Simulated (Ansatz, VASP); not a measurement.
**One calculation of SrCl2, two programs**

```
Sr Cl
1.0
     0.00000    3.41714    3.41714
     3.41714    0.00000    3.41714
     3.41714    3.41714    0.00000
Sr Cl
1 2
Direct
  0.00000 0.00000 0.00000
  0.75000 0.75000 0.75000
  0.25000 0.25000 0.25000
```

Alike in both runs: task single point; functional PBEsol; k mesh 7 × 7 × 7; occupations fermi-dirac, width 0.05 eV; no spin polarisation.

```csv
,VASP,Ansatz
version,VASP 6.6.1,Ansatz 0.2.0
potentials or method,"VASP PAW PBE potentials, release 64 (Sr_sv, Cl)",Ansatz PAW
plane-wave cutoff (eV),520,420
valence electrons in the cell,24,24
```

```csv
,VASP,Ansatz,Ansatz less VASP
gap on the k mesh at the Fermi level (eV),5.40,5.41,+0.011
least direct gap on the mesh (eV),5.54,5.54,+0.002
pressure (GPa),1.5,1.3,-0.16
```

VASP's potentials were made for PBE, not for PBEsol. With one functional, cell and mesh, what is left measures potentials, basis and numerics.

Noted on Ansatz's run: odd divisions of the mesh miss points on the zone boundary, where band edges often lie, so the gap on the mesh can be too wide.
